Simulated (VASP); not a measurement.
# LiBe4 in VASP: single point with PBE

Aim: the single point of LiBe4 with PBE.

Everything below comes from runs of VASP 6.6.1. Logs are shortened: lines on timing, memory, paths and dates and some standing lists are left out, and cuts for length are marked.

**1. The cell of the first run**

The typed cell holds 5 atoms: a = 3.852 Å, b = 3.852 Å, c = 3.939 Å, α = 90.00°, β = 90.00°, γ = 104.63°.

**2. Single point, PBE**

File INCAR:

```
SYSTEM = LiBe4
ALGO = Normal
EDIFF = 1E-6
ENCUT = 750
GGA = PE
GGA_COMPAT = .False.
ISIF = 2
ISMEAR = 0
LASPH = .True.
LCHARG = .False.
LREAL = .False.
LWAVE = .False.
NBANDS = 14
NELM = 120
PREC = Accurate
SIGMA = 0.2
```

File KPOINTS:

```
k-points
0
Gamma
  5 5 3
  0 0 0
```

File POSCAR:

```
LiBe4
1.0
    2.3549644038     -3.0485649392      0.0000000000
    2.3549644038      3.0485649392      0.0000000000
    0.0000000000      0.0000000000      3.9388561244
Li Be
1 4
Direct
    0.5000000000      0.5000000000      0.0000000000
    0.0000000000      0.0000000000      0.0000000000
    0.0000000000      0.5000000000      0.5001179889
    0.5000000000      0.0000000000      0.4998820111
    0.5000000000      0.5000000000      0.5000000000
```

Potentials or basis: VASP PAW PBE potentials, release 64 (Li_sv, Be).

Started as:

```
> cat potpaw_PBE.64/Li_sv/POTCAR potpaw_PBE.64/Be/POTCAR > POTCAR
> mpirun -np 1 vasp_std > vasp.out
```

OUTCAR:

```text
SYSTEM = LiBe4
   EDIFF = 1E-6
   ENCUT = 750
   GGA = PE
   ISIF = 2
   ISMEAR = 0
   LASPH = .True.
   LREAL = .False.
   NELM = 120
   PREC = Accurate

 ion  position               nearest neighbor table
   1  0.500  0.500  0.000-   5 1.97   5 1.97   2 2.35   2 2.35
   2  0.000  0.000  0.000-   1 2.35   1 2.35
   3  0.000  0.500  0.500-   5 1.93   5 1.93   4 2.35   4 2.35
   4  0.500  0.000  0.500-   5 1.93   5 1.93   3 2.35   3 2.35
   5  0.500  0.500  0.500-   3 1.93   4 1.93   4 1.93   3 1.93   1 1.97   1 1.97

  LATTYP: Found a base centered orthorhombic cell.
 ALAT       =     4.7099288076
 B/A-ratio  =     1.2945269722
 C/A-ratio  =     0.8362878263

  Lattice vectors:

 A1 = (   2.3549644038,  -3.0485649392,   0.0000000000)
 A2 = (   2.3549644038,   3.0485649392,   0.0000000000)
 A3 = (   0.0000000000,   0.0000000000,   3.9388561244)

Analysis of symmetry for initial positions (statically):
=====================================================================
 Subroutine PRICEL returns:
 Original cell was already a primitive cell.

 Routine SETGRP: Setting up the symmetry group for a
 base centered orthorhombic supercell.

 Subroutine GETGRP returns: Found  4 space group operations
 (whereof  4 operations were pure point group operations)
 out of a pool of  8 trial point group operations.

The static configuration has the point symmetry D_2 .

Analysis of symmetry for dynamics (positions and initial velocities):
=====================================================================
 Subroutine PRICEL returns:
 Original cell was already a primitive cell.

 Routine SETGRP: Setting up the symmetry group for a
 base centered orthorhombic supercell.

 Subroutine GETGRP returns: Found  4 space group operations
 (whereof  4 operations were pure point group operations)
 out of a pool of  8 trial point group operations.

The dynamic configuration has the point symmetry D_2 .

 Subroutine INISYM returns: Found  4 space group operations
 (whereof  4 operations are pure point group operations),
 and found     1 'primitive' translations

----------------------------------------------------------------------------------------

                                     Primitive cell

  volume of cell :      56.5562

  direct lattice vectors                    reciprocal lattice vectors
     2.354964404 -3.048564939  0.000000000     0.212317434 -0.164011596  0.000000000
     2.354964404  3.048564939  0.000000000     0.212317434  0.164011596  0.000000000
     0.000000000  0.000000000  3.938856124     0.000000000  0.000000000  0.253880814

  length of vectors
     3.852220857  3.852220857  3.938856124     0.268288085  0.268288085  0.253880814

  position of ions in fractional coordinates (direct lattice)
     0.500000000  0.500000000  0.000000000
     0.000000000  0.000000000  0.000000000
     0.000000000  0.500000000  0.500117989
     0.500000000  0.000000000  0.499882011
     0.500000000  0.500000000  0.500000000

  ion indices of the primitive-cell ions
   primitive index   ion index
                 1           1
                 2           2
                 3           3
                 4           4
                 5           5

----------------------------------------------------------------------------------------

 KPOINTS: k-points

Automatic generation of k-mesh.
 Grid dimensions read from file:
 generate k-points for:    5    5    3

 Generating k-lattice:

  Cartesian coordinates                     Fractional coordinates (reciprocal lattice)
     0.042463487 -0.032802319  0.000000000     0.200000000  0.000000000  0.000000000
     0.042463487  0.032802319  0.000000000     0.000000000  0.200000000  0.000000000
     0.000000000  0.000000000  0.084626938     0.000000000  0.000000000  0.333333333

  Length of vectors
     0.053657617  0.053657617  0.084626938

  Shift w.r.t. Gamma in fractional coordinates (k-lattice)
     0.000000000  0.000000000  0.000000000

 Subroutine IBZKPT returns following result:
 ===========================================

 Found     18 irreducible k-points:

 Following reciprocal coordinates:
            Coordinates               Weight
  0.000000  0.000000  0.000000      1.000000
  0.200000  0.000000  0.000000      4.000000
  0.400000  0.000000  0.000000      4.000000
  0.200000  0.200000  0.000000      2.000000
  0.400000  0.200000  0.000000      4.000000
 -0.400000  0.200000  0.000000      4.000000
[... 10 lines left out ...]
  0.400000  0.400000  0.333333      4.000000
 -0.400000  0.400000  0.333333      4.000000
   k-points           NKPTS =     18   k-points in BZ     NKDIM =     18   number of bands    NBANDS=     14
   number of dos      NEDOS =    301   number of ions     NIONS =      5
   total plane-waves  NPLWV =  46656
   dimension x,y,z NGX =    36 NGY =   36 NGZ =   36
   dimension x,y,z NGXF=    72 NGYF=   72 NGZF=   72
   ions per type =               1   4
   NGX,Y,Z   is equivalent  to a cutoff of  15.54, 15.54, 15.19 a.u.
   NGXF,Y,Z  is equivalent  to a cutoff of  31.07, 31.07, 30.39 a.u.
 SYSTEM =  LiBe4
   PREC   = accura    normal or accurate (medium, high low for compatibility)
   ISTART =      0    job   : 0-new  1-cont  2-samecut
   ICHARG =      2    charge: 1-file 2-atom 10-const
   ISPIN  =      1    spin polarized calculation?
   LNONCOLLINEAR =      F non collinear calculations
   LSORBIT =      F    spin-orbit coupling
   LASPH  =      T    aspherical Exc in radial PAW
   ENCUT  =  750.0 eV  55.12 Ry    7.42 a.u.   8.60  8.60  8.80*2*pi/ulx,y,z
   NELM   =    120;   NELMIN=  2; NELMDL= -5     # of ELM steps
   EDIFF  = 0.1E-05   stopping-criterion for ELM
   LREAL  =      F    real-space projection
   EDIFFG = 0.1E-04   stopping-criterion for IOM
   NSW    =      0    number of steps for IOM
   IBRION =     -1    ionic relax: 0-MD 1-quasi-New 2-CG
   NFREE  =      0    steps in history (QN), initial steepest desc. (CG)
   ISIF   =      2    stress and relaxation
   ISYM   =      2    0-nonsym 1-usesym 2-fastsym
   POTIM  = 0.5000    time-step for ionic-motion
   TEBEG  =    0.0;   TEEND  =   0.0 temperature during run
   PSTRESS=    0.0 pullay stress
   NELECT =      11.0000    total number of electrons
   NUPDOWN=      -1.0000    fix difference up-down
   EMIN   =  10.00;   EMAX   =-10.00  energy-range for DOS
   EFERMI =   0.00;   METHOD = LEGACY
   ISMEAR =     0;   SIGMA  =   0.20  broadening in eV -4-tet -1-fermi 0-gaus
   EFERMI_NEDOS =   21; number of points for ismear=-14 and -15
   IALGO  =     38    algorithm
   IMIX   =      4    mixing-type and parameters
     AMIX     =   0.40;   BMIX     =  1.00
     AMIX_MAG =   1.60;   BMIX_MAG =  1.00
  volume/ion in A,a.u.               =      11.31        76.33
  Fermi-wavevector in a.u.,A,eV,Ry     =   0.948518  1.792440 12.240987  0.899687
  Thomas-Fermi vector in A             =   2.076714
   LORBIT       =      0    0 simple, 1 ext, 2 COOP (PROOUT), +10 PAW based schemes
   GGA     = PE    functional components
   LHFCALC =     F    Hartree Fock is set to
   AEXX    =    0.0000 exact exchange contribution
   IVDW    =     0    specifies the selected vdW correction
   LEPSILON=     F    determine dielectric tensor
   LRPA    =     F    only Hartree local field effects (RPA)
 non-spin polarized calculation
 Gauss-broadening in eV      SIGMA  =   0.20
  energy-cutoff  :      750.00
  volume of cell :       56.56
 maximum number of plane-waves:      2683
 NGX is ok and might be reduce to    36
   NGX = 17   NGY = 17   NGZ = 17

 number of electron      10.9999996 magnetization

 Free energy of the ion-electron system (eV)
  ---------------------------------------------------
  ext. energy  EPLUGINS =         0.00000000
  ---------------------------------------------------
  free energy    TOTEN  =       -13.28570558 eV

  energy without entropy =      -13.28136954  energy(sigma->0) =      -13.28353756

 E-fermi :   3.2801     XC(G=0):  -9.1999

 val. band max:        3.1901846782   @ k =  -0.2000   0.2000   0.0000
 cond. band min:       3.5566067749   @ k =   0.4000   0.2000   0.0000
 fundamental gap:      0.3664220967
 Fermi energy:         3.2801072315

 k-point     1 :       0.0000    0.0000    0.0000
  band No.  band energies     occupation
      1     -42.0795      2.00000
      2      -4.5737      2.00000
      3       1.2321      2.00000
      4       1.3652      2.00000
      5       1.6427      2.00000
      6       4.7317      0.00000
      7       5.7567      0.00000
      8       6.5831      0.00000
      9       8.4597      0.00000
     10       8.5496      0.00000
     11       9.1409      0.00000
     12      10.6964      0.00000
     13      11.1697      0.00000
     14      12.0118      0.00000

 k-point     2 :       0.2000    0.0000    0.0000
  band No.  band energies     occupation
      1     -42.0793      2.00000
      2      -4.2573      2.00000
      3       0.1661      2.00000
      4       1.6277      2.00000
      5       1.7644      2.00000
      6       4.9945      0.00000
      7       5.1769      0.00000
      8       7.2473      0.00000
      9       7.6895      0.00000
     10       8.5214      0.00000
     11       9.6189      0.00000
     12      10.2548      0.00000
     13      10.9291      0.00000
     14      12.4327      0.00000

 k-point     3 :       0.4000    0.0000    0.0000
  band No.  band energies     occupation
      1     -42.0791      2.00000
      2      -3.3216      2.00000
      3      -1.7485      2.00000
      4       2.0084      2.00000
      5       2.8915      1.99400
      6       4.1838      0.00000
      7       5.2330      0.00000
      8       5.9331      0.00000
      9       6.8660      0.00000
     10       8.5192      0.00000
     11      10.6957      0.00000
     12      11.0298      0.00000
     13      11.5854      0.00000
     14      11.8479      0.00000

 k-point     4 :       0.2000    0.2000    0.0000
  band No.  band energies     occupation
      1     -42.0792      2.00000
      2      -3.7834      2.00000
      3      -0.1200      2.00000
      4       0.0937      2.00000
      5       2.3543      2.00000
      6       5.7997      0.00000
      7       5.8474      0.00000
      8       6.9681      0.00000
      9       7.3072      0.00000
     10       8.1434      0.00000
     11       9.3575      0.00000
     12       9.6250      0.00000
     13      11.0043      0.00000
     14      11.7467      0.00000

 k-point     5 :       0.4000    0.2000    0.0000
  band No.  band energies     occupation
      1     -42.0789      2.00000
      2      -2.6931      2.00000
      3      -1.8804      2.00000
      4       0.3655      2.00000
      5       3.5566      0.05057
      6       4.7163      0.00000
      7       5.1401      0.00000
      8       6.1268      0.00000
      9       6.7428      0.00000
     10       8.0931      0.00000
     11       9.3814      0.00000
[... 174 lines left out ...]
 k-point    16 :      -0.2000    0.2000    0.3333
  band No.  band energies     occupation
      1     -42.0796      2.00000
      2      -3.4122      2.00000
      3      -0.5481      2.00000
      4       1.1703      2.00000
      5       1.9628      2.00000
      6       3.9636      0.00000
      7       4.7889      0.00000
      8       6.4825      0.00000
      9       7.3769      0.00000
     10       8.6444      0.00000
     11       8.9577      0.00000
     12      10.3696      0.00000
     13      10.5206      0.00000
     14      12.3116      0.00000

 k-point    17 :       0.4000    0.4000    0.3333
  band No.  band energies     occupation
      1     -42.0791      2.00000
      2      -1.0731      2.00000
      3      -0.6562      2.00000
      4      -0.5523      2.00000
      5       2.1060      2.00000
      6       2.2284      2.00000
      7       2.8750      1.99583
      8       4.0594      0.00000
      9       7.1664      0.00000
     10      10.1119      0.00000
     11      11.8324      0.00000
     12      12.3959      0.00000
     13      13.0649      0.00000
     14      13.9769      0.00000

 k-point    18 :      -0.4000    0.4000    0.3333
  band No.  band energies     occupation
      1     -42.0791      2.00000
      2      -2.0056      2.00000
      3      -0.0895      2.00000
      4       1.2214      2.00000
      5       1.2848      2.00000
      6       1.3007      2.00000
      7       3.9480      0.00000
      8       4.0408      0.00000
      9       5.8682      0.00000
     10      10.7357      0.00000
     11      11.2548      0.00000
     12      12.5967      0.00000
     13      12.6121      0.00000
     14      13.1583      0.00000

------------------------ aborting loop because EDIFF is reached ----------------------------------------

  FORCE on cell =-STRESS in cart. coord.  units (eV):
  Direction    XX          YY          ZZ          XY          YZ          ZX
  --------------------------------------------------------------------------------------
  -------------------------------------------------------------------------------------
  Total        0.1192200      0.1475293     -0.0544566      0.0000000      0.0000000      0.0000000
  in kB        3.3773786      4.1793507     -1.5426996      0.0000000      0.0000000      0.0000000
  external PRESSURE =       2.0046766 kB  Pullay stress =       0.0000000 kB

 VOLUME and BASIS-vectors are now :
 -----------------------------------------------------------------------------
  energy-cutoff  :      750.00
  volume of cell :       56.56
      direct lattice vectors                 reciprocal lattice vectors
     2.354964404 -3.048564939  0.000000000     0.212317434 -0.164011596  0.000000000
     2.354964404  3.048564939  0.000000000     0.212317434  0.164011596  0.000000000
     0.000000000  0.000000000  3.938856124     0.000000000  0.000000000  0.253880814

 POSITION                                       TOTAL-FORCE (eV/Angst)
 -----------------------------------------------------------------------------------
      2.35496      0.00000      0.00000         0.000000      0.000000      0.000000
      0.00000      0.00000      0.00000         0.000000      0.000000      0.000000
      1.17748      1.52428      1.96989        -0.000000      0.000000     -0.000931
      1.17748     -1.52428      1.96896         0.000000     -0.000000      0.000931
      2.35496      0.00000      1.96943         0.000000      0.000000      0.000000
 -----------------------------------------------------------------------------------
    total drift:                                0.000000     -0.000000      0.000000

  FREE ENERGIE OF THE ION-ELECTRON SYSTEM (eV)
  ---------------------------------------------------
  free  energy   TOTEN  =       -13.2857055834 eV

  energy  without entropy=      -13.2813695439  energy(sigma->0) =      -13.28353756
```

Run time: 36 s. Hardware: 1 thread of Intel Xeon 8259CL, shared host; peak memory 0.2 GiB.

Results:

```yaml
Free_energy: -13.2857 eV
Pressure: 0.2 GPa
```

Caveat: the k points lie up to 0.53 Å⁻¹ apart.
